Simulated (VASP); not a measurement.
# TaN (I4mm) in VASP: a series of runs

The runs below take TaN through single point, with r2SCAN.

All numbers are computed with VASP 6.6.1; they aren't measurements. Logs are shortened: lines on timing, memory, paths and dates and some standing lists are left out, and cuts for length are marked.

### 1 The cell of the first run

Symmetry: I4mm, No. 107, tetragonal system. Conventional cell: a = 3.082 Å, b = 3.082 Å, c = 4.358 Å, α = 90.00°, β = 90.00°, γ = 90.00°. Within 2.8 Å of Ta (site symmetry 4mm) lie 6 N at 2.10 to 2.25 Å. N (site symmetry 4mm) has 6 Ta at 2.10 to 2.25 Å within 2.8 Å.

### 2 Single point, r2SCAN

Contents of POSCAR:

```
TaN
1.0
    0.0000000000      2.1790000000      2.1790000000
    2.1790000000      0.0000000000      2.1790000000
    2.1790000000      2.1790000000      0.0000000000
Ta N
1 1
Direct
    0.5000000000      0.5000000000      0.5000000000
   -0.0172097292     -0.0172097292      0.0172097292
```

Contents of INCAR.step1:

```
SYSTEM = TaN
ALGO = Normal
EDIFF = 1E-5
ENCUT = 770
GGA = PE
GGA_COMPAT = .False.
ISMEAR = 0
LASPH = .True.
LCHARG = .False.
LREAL = .False.
LWAVE = .True.
NBANDS = 16
NELM = 120
PREC = Accurate
SIGMA = 0.15
```

Contents of INCAR.step2:

```
SYSTEM = TaN
ALGO = Normal
EDIFF = 1E-6
ENCUT = 770
GGA_COMPAT = .False.
ISIF = 2
ISMEAR = 0
ISTART = 1
LASPH = .True.
LCHARG = .False.
LMIXTAU = .True.
LREAL = .False.
LWAVE = .False.
METAGGA = R2SCAN
NBANDS = 16
NELM = 120
PREC = Accurate
SIGMA = 0.15
```

Contents of KPOINTS:

```
k-points
0
Gamma
  18 18 18
  0 0 0
```

Potentials or basis: VASP PAW PBE potentials, release 64 (Ta_sv_GW, N).

Started as:

```sh
> cat potpaw_PBE.64/Ta_sv_GW/POTCAR potpaw_PBE.64/N/POTCAR > POTCAR
> cp INCAR.step1 INCAR
> mpirun -np 1 vasp_std > vasp.out
> cp INCAR.step2 INCAR
> mpirun -np 1 vasp_std > vasp.out
```

OUTCAR:

```text
SYSTEM = TaN
   EDIFF = 1E-6
   ENCUT = 770
   ISIF = 2
   ISMEAR = 0
   ISTART = 1
   LASPH = .True.
   LREAL = .False.
   METAGGA = R2SCAN
   NELM = 120
   PREC = Accurate

 ion  position               nearest neighbor table
   1  0.500  0.500  0.500-   2 2.10   2 2.18   2 2.18   2 2.18   2 2.18   2 2.25
   2  0.983  0.983  0.017-   1 2.10   1 2.18   1 2.18   1 2.18   1 2.18   1 2.25

  LATTYP: Found a face centered cubic cell.
 ALAT       =     4.3580000000

  Lattice vectors:

 A1 = (   0.0000000000,   2.1790000000,   2.1790000000)
 A2 = (   2.1790000000,   0.0000000000,   2.1790000000)
 A3 = (   2.1790000000,   2.1790000000,   0.0000000000)

Analysis of symmetry for initial positions (statically):
=====================================================================
 Subroutine PRICEL returns:
 Original cell was already a primitive cell.

 Routine SETGRP: Setting up the symmetry group for a
 face centered cubic supercell.

 Subroutine GETGRP returns: Found  8 space group operations
 (whereof  8 operations were pure point group operations)
 out of a pool of 48 trial point group operations.

The static configuration has the point symmetry C_4v.

Analysis of symmetry for dynamics (positions and initial velocities):
=====================================================================
 Subroutine PRICEL returns:
 Original cell was already a primitive cell.

 Routine SETGRP: Setting up the symmetry group for a
 face centered cubic supercell.

 Subroutine GETGRP returns: Found  8 space group operations
 (whereof  8 operations were pure point group operations)
 out of a pool of 48 trial point group operations.

The dynamic configuration has the point symmetry C_4v.

 Subroutine INISYM returns: Found  8 space group operations
 (whereof  8 operations are pure point group operations),
 and found     1 'primitive' translations

----------------------------------------------------------------------------------------

                                     Primitive cell

  volume of cell :      20.6920

  direct lattice vectors                    reciprocal lattice vectors
     0.000000000  2.179000000  2.179000000    -0.229463056  0.229463056  0.229463056
     2.179000000  0.000000000  2.179000000     0.229463056 -0.229463056  0.229463056
     2.179000000  2.179000000  0.000000000     0.229463056  0.229463056 -0.229463056

  length of vectors
     3.081571352  3.081571352  3.081571352     0.397441672  0.397441672  0.397441672

  position of ions in fractional coordinates (direct lattice)
     0.500000000  0.500000000  0.500000000
     0.982790271  0.982790271  0.017209729

  ion indices of the primitive-cell ions
   primitive index   ion index
                 1           1
                 2           2

----------------------------------------------------------------------------------------

 KPOINTS: k-points

Automatic generation of k-mesh.
 Grid dimensions read from file:
 generate k-points for:   18   18   18

 Generating k-lattice:

  Cartesian coordinates                     Fractional coordinates (reciprocal lattice)
    -0.012747948  0.012747948  0.012747948     0.055555556  0.000000000  0.000000000
     0.012747948 -0.012747948  0.012747948     0.000000000  0.055555556  0.000000000
     0.012747948  0.012747948 -0.012747948     0.000000000  0.000000000  0.055555556

  Length of vectors
     0.022080093  0.022080093  0.022080093

  Shift w.r.t. Gamma in fractional coordinates (k-lattice)
     0.000000000  0.000000000  0.000000000

 Subroutine IBZKPT returns following result:
 ===========================================

 Found    480 irreducible k-points:

 Following reciprocal coordinates:
            Coordinates               Weight
  0.000000  0.000000  0.000000      1.000000
  0.055556  0.000000  0.000000      8.000000
  0.111111  0.000000  0.000000      8.000000
  0.166667  0.000000  0.000000      8.000000
  0.222222  0.000000  0.000000      8.000000
  0.277778  0.000000  0.000000      8.000000
[... 16 lines left out ...]
  0.388889  0.055556  0.000000      8.000000
  0.000000  0.388889  0.055556     16.000000
 [... further k-points ...]
   k-points           NKPTS =    480   k-points in BZ     NKDIM =    480   number of bands    NBANDS=     16
   number of dos      NEDOS =    301   number of ions     NIONS =      2
   total plane-waves  NPLWV =  21952
   dimension x,y,z NGX =    28 NGY =   28 NGZ =   28
   dimension x,y,z NGXF=    56 NGYF=   56 NGZF=   56
   ions per type =               1   1
   NGX,Y,Z   is equivalent  to a cutoff of  15.11, 15.11, 15.11 a.u.
   NGXF,Y,Z  is equivalent  to a cutoff of  30.21, 30.21, 30.21 a.u.
 SYSTEM =  TaN
   PREC   = accura    normal or accurate (medium, high low for compatibility)
   ISTART =      1    job   : 0-new  1-cont  2-samecut
   ICHARG =      0    charge: 1-file 2-atom 10-const
   ISPIN  =      1    spin polarized calculation?
   LNONCOLLINEAR =      F non collinear calculations
   LSORBIT =      F    spin-orbit coupling
   LASPH  =      T    aspherical Exc in radial PAW
   ENCUT  =  770.0 eV  56.59 Ry    7.52 a.u.   6.97  6.97  6.97*2*pi/ulx,y,z
   NELM   =    120;   NELMIN=  2; NELMDL=  0     # of ELM steps
   EDIFF  = 0.1E-05   stopping-criterion for ELM
   LREAL  =      F    real-space projection
   EDIFFG = 0.1E-04   stopping-criterion for IOM
   NSW    =      0    number of steps for IOM
   IBRION =     -1    ionic relax: 0-MD 1-quasi-New 2-CG
   NFREE  =      0    steps in history (QN), initial steepest desc. (CG)
   ISIF   =      2    stress and relaxation
   ISYM   =      2    0-nonsym 1-usesym 2-fastsym
   POTIM  = 0.5000    time-step for ionic-motion
   TEBEG  =    0.0;   TEEND  =   0.0 temperature during run
   PSTRESS=    0.0 pullay stress
   NELECT =      18.0000    total number of electrons
   NUPDOWN=      -1.0000    fix difference up-down
   EMIN   =  10.00;   EMAX   =-10.00  energy-range for DOS
   EFERMI =   0.00;   METHOD = LEGACY
   ISMEAR =     0;   SIGMA  =   0.15  broadening in eV -4-tet -1-fermi 0-gaus
   EFERMI_NEDOS =   21; number of points for ismear=-14 and -15
   IALGO  =     38    algorithm
   IMIX   =      4    mixing-type and parameters
     AMIX     =   0.40;   BMIX     =  1.00
     AMIX_MAG =   1.60;   BMIX_MAG =  1.00
  volume/ion in A,a.u.               =      10.35        69.82
  Fermi-wavevector in a.u.,A,eV,Ry     =   1.562782  2.953230 33.229345  2.442288
  Thomas-Fermi vector in A             =   2.665650
   LORBIT       =      0    0 simple, 1 ext, 2 COOP (PROOUT), +10 PAW based schemes
   METAGGA = R2SCAN    functional components
   LHFCALC =     F    Hartree Fock is set to
   AEXX    =    0.0000 exact exchange contribution
   IVDW    =     0    specifies the selected vdW correction
   LEPSILON=     F    determine dielectric tensor
   LRPA    =     F    only Hartree local field effects (RPA)
 non-spin polarized calculation
 Gauss-broadening in eV      SIGMA  =   0.15
  energy-cutoff  :      770.00
  volume of cell :       20.69
 maximum number of plane-waves:      1019
   NGX = 13   NGY = 13   NGZ = 13

 number of electron      17.9999999 magnetization

 Free energy of the ion-electron system (eV)
  ---------------------------------------------------
  ext. energy  EPLUGINS =         0.00000000
  ---------------------------------------------------
  free energy    TOTEN  =       -62.16770360 eV

  energy without entropy =      -62.15887821  energy(sigma->0) =      -62.16329090

 E-fermi :  14.2956     XC(G=0): -14.9405

 val. band max:       14.2913216673   @ k =   0.3333   0.1111  -0.2778
 cond. band min:      14.2961694971   @ k =   0.3889   0.0556   0.0000
 fundamental gap:      0.0048478298
 Fermi energy:        14.2955764303

 k-point     1 :       0.0000    0.0000    0.0000
  band No.  band energies     occupation
      1     -57.3052      2.00000
      2     -22.7830      2.00000
      3     -22.7759      2.00000
      4     -22.7759      2.00000
      5      -5.9278      2.00000
      6       9.9037      2.00000
[... 8 lines left out ...]
     15      23.9585      0.00000
     16      39.3412      0.00000

 k-point     2 :       0.0556    0.0000    0.0000
  band No.  band energies     occupation
      1     -57.3032      2.00000
      2     -22.8110      2.00000
      3     -22.7826      2.00000
      4     -22.7786      2.00000
      5      -5.8481      2.00000
      6       9.4069      2.00000
[... 8 lines left out ...]
     15      24.2025      0.00000
     16      38.2483      0.00000

 k-point     3 :       0.1111    0.0000    0.0000
  band No.  band energies     occupation
      1     -57.2973      2.00000
      2     -22.9019      2.00000
      3     -22.7908      2.00000
      4     -22.7865      2.00000
      5      -5.6162      2.00000
      6       8.5589      2.00000
[... 8 lines left out ...]
     15      24.8910      0.00000
     16      36.2937      0.00000

 k-point     4 :       0.1667    0.0000    0.0000
  band No.  band energies     occupation
      1     -57.2884      2.00000
      2     -23.0387      2.00000
      3     -22.8029      2.00000
      4     -22.7986      2.00000
      5      -5.2529      2.00000
      6       7.5629      2.00000
[... 8 lines left out ...]
     15      25.8820      0.00000
     16      34.3808      0.00000
[... 324 lines left out ...]
 k-point    22 :       0.0000    0.3333    0.0556
  band No.  band energies     occupation
      1     -57.2568      2.00000
      2     -23.4722      2.00000
      3     -22.8632      2.00000
      4     -22.8423      2.00000
      5      -3.9089      2.00000
      6       4.9158      2.00000
[... 8 lines left out ...]
     15      27.2153      0.00000
     16      30.2474      0.00000

 k-point    23 :       0.3889    0.0556    0.0000
  band No.  band energies     occupation
      1     -57.2470      2.00000
      2     -23.6048      2.00000
      3     -22.8695      2.00000
      4     -22.8621      2.00000
      5      -3.4246      2.00000
      6       4.1817      2.00000
[... 8 lines left out ...]
     15      26.9261      0.00000
     16      28.7984      0.00000

 k-point    24 :       0.0000    0.3889    0.0556
  band No.  band energies     occupation
      1     -57.2470      2.00000
      2     -23.6040      2.00000
      3     -22.8729      2.00000
      4     -22.8592      2.00000
      5      -3.4263      2.00000
      6       4.1823      2.00000
[... 8 lines left out ...]
     15      26.9017      0.00000
     16      28.8158      0.00000

 [... further k-points ...]

------------------------ aborting loop because EDIFF is reached ----------------------------------------

  FORCE on cell =-STRESS in cart. coord.  units (eV):
  Direction    XX          YY          ZZ          XY          YZ          ZX
  --------------------------------------------------------------------------------------
  -------------------------------------------------------------------------------------
  Total        1.2741454      1.2741454      1.6683965      0.0000000     -0.0000000     -0.0000000
  in kB       98.6569969     98.6569969    129.1838316      0.0000000     -0.0000000     -0.0000000
  external PRESSURE =     108.8326085 kB  Pullay stress =       0.0000000 kB

 VOLUME and BASIS-vectors are now :
 -----------------------------------------------------------------------------
  energy-cutoff  :      770.00
  volume of cell :       20.69
      direct lattice vectors                 reciprocal lattice vectors
     0.000000000  2.179000000  2.179000000    -0.229463056  0.229463056  0.229463056
     2.179000000  0.000000000  2.179000000     0.229463056 -0.229463056  0.229463056
     2.179000000  2.179000000  0.000000000     0.229463056  0.229463056 -0.229463056

 POSITION                                       TOTAL-FORCE (eV/Angst)
 -----------------------------------------------------------------------------------
      2.17900      2.17900      2.17900         0.000000      0.000000     -0.695851
      2.17900      2.17900      4.28300         0.000000      0.000000      0.695851
 -----------------------------------------------------------------------------------
    total drift:                               -0.000000     -0.000000      0.000911

  FREE ENERGIE OF THE ION-ELECTRON SYSTEM (eV)
  ---------------------------------------------------
  free  energy   TOTEN  =       -62.1677035976 eV

  energy  without entropy=      -62.1588782119  energy(sigma->0) =      -62.16329090
```

Wall time 6.4 min (1 thread of Intel Xeon 6975P-C (Granite Rapids), shared host); peak memory 0.42 GiB.

Results:

- Free energy: -62.1677 eV
- Pressure: 10.9 GPa
- Largest force: 0.696 eV/Å
- Band gap on the k mesh: zero (bands 9 and 10 overlap by 4.04 eV)

Forces in eV/Å, atoms in the order of the input:
```
Ta   0.000  0.000 -0.696
N    0.000  0.000  0.696
```

Stress tensor (GPa, compression positive):
```
 9.87  0.00  0.00
 0.00  9.87  0.00
 0.00  0.00 12.92
```

Caveat: the cell differs from its parent crystal (all N atoms moved +0.075 Å, as atom 2 towards its neighbour atom 1 (Ta) at 2.179 Å); the cell stands under pressure; the PAW data sets were made with another functional, which shifts forces and pressure a little; spin-orbit coupling is left out, which moves the levels of the heavy elements.

### 3 Single point, r2SCAN

Edit POSCAR of step 2 so:

```diff
@@ -9,2 +9,2 @@
     0.5000000000      0.5000000000      0.5000000000
-   -0.0172097292     -0.0172097292      0.0172097292
+    0.0114731528      0.0114731528     -0.0114731528
```

Contents of INCAR.step1:

```
ALGO = Normal
EDIFF = 1E-5
ENCUT = 770
GGA = PE
GGA_COMPAT = F
ISMEAR = 0
LASPH = T
LCHARG = F
LREAL = F
LWAVE = T
NBANDS = 16
NELM = 120
PREC = Accurate
SIGMA = 0.15
```

Contents of INCAR.step2:

```
ALGO = Normal
EDIFF = 1E-6
ENCUT = 770
GGA_COMPAT = F
ISIF = 2
ISMEAR = 0
ISTART = 1
LASPH = T
LCHARG = F
LMIXTAU = T
LREAL = F
LWAVE = F
METAGGA = R2SCAN
NBANDS = 16
NELM = 120
PREC = Accurate
SIGMA = 0.15
```

Contents of KPOINTS:

```
k-points
0
Gamma
  18 18 18
```

Potentials or basis: VASP PAW PBE potentials, release 64 (Ta_sv_GW, N).

Started as:

```sh
> cat potpaw_PBE.64/Ta_sv_GW/POTCAR potpaw_PBE.64/N/POTCAR > POTCAR
> cp INCAR.step1 INCAR
> mpirun -np 1 vasp_std > vasp.out
> cp INCAR.step2 INCAR
> mpirun -np 1 vasp_std > vasp.out
```

Wall time 6.1 min (1 thread of Intel Xeon 6975P-C (Granite Rapids), shared host); peak memory 0.43 GiB.

Results (log left out):

```
Free energy            : -62.1820 eV
Pressure               : 10.3 GPa
Largest force          : 0.452 eV/Å
Band gap on the k mesh : zero (bands 9 and 10 overlap by 4.15 eV)
```

Forces in eV/Å, atoms in the order of the input:
```
Ta   0.000  0.000  0.452
N    0.000  0.000 -0.452
```

Stress tensor (GPa, compression positive):
```
 9.85  0.00  0.00
 0.00  9.85  0.00
 0.00  0.00 11.22
```

Levels at points of the mesh, in eV from the Fermi level:
| k point | band 6 | band 7 | band 8 | band 9 | band 10 | band 11 | band 12 | band 13 |
| --- | --- | --- | --- | --- | --- | --- | --- | --- |
| (0.00, 0.00, 0.00) | -4.31 | -4.31 | -4.30 | -2.24 | -2.15 | -2.15 | 0.17 | 0.26 |
| (0.50, 0.00, 0.00) | -11.06 | -8.19 | -8.18 | 2.00 | 2.02 | 2.15 | 4.10 | 8.08 |
| (0.50, 0.50, 0.00) | -7.14 | -5.80 | -5.08 | -5.08 | 2.34 | 3.71 | 3.71 | 4.98 |
| (0.00, 0.50, 0.50) | -7.15 | -5.99 | -5.09 | -4.87 | 2.36 | 3.72 | 3.72 | 5.01 |

Caveat: the cell differs from its parent crystal (all N atoms moved -0.050 Å, as atom 2 towards its neighbour atom 1 (Ta) at 2.179 Å); the cell stands under pressure; the PAW data sets were made with another functional, which shifts forces and pressure a little; spin-orbit coupling is left out, which moves the levels of the heavy elements.
